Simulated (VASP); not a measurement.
Input of a VASP 6.6.1 run:

INCAR

```
ALGO     = Normal         # electronic algorithm
EDIFF    = 1E-7           # SCF threshold, eV
ENCUT    = 520            # plane-wave cutoff, eV
GGA      = PE             # functional
ISIF     = 2              # what is computed and relaxed
ISMEAR   = -1             # smearing method
LASPH    = T              # aspherical terms in the spheres
LCHARG   = F              # write CHGCAR
LREAL    = F              # projectors in reciprocal space
LWAVE    = F              # write WAVECAR
NBANDS   = 15             # bands
NELM     = 60             # most SCF steps
PREC     = Accurate       # precision mode
SIGMA    = 0.01           # smearing width, eV
```

File KPOINTS:

```
k-points
0
Gamma
  8 8 8
```

Contents of POSCAR:

```
KI
1.0
    0.0000000000      3.5597955000      3.5245500000
    3.5597955000      0.0000000000      3.5245500000
    3.5597955000      3.5597955000      0.0000000000
K I
1 1
Direct
    0.0000000000      0.0000000000      0.0000000000
    0.5000000000      0.5000000000      0.5000000000
```

Potentials or basis: VASP PAW PBE potentials, release 64 (K_sv, I).

Launch:

```bash
$ cat potpaw_PBE.64/K_sv/POTCAR potpaw_PBE.64/I/POTCAR > POTCAR
$ mpirun -np 1 vasp_std > vasp.out
```

Question: What does it give for the band gap on the k mesh?

Answer: 3.93 eV.

Question: Estimate the pressure.

Answer: 0.4 GPa.

Stress tensor (GPa, compression positive):
```
0.36 0.00 0.00
0.00 0.36 0.00
0.00 0.00 0.62
```

Caveat: spin-orbit coupling is left out, which moves the levels of the heavy elements. As with any semilocal functional, this PBE gap is likely too small.
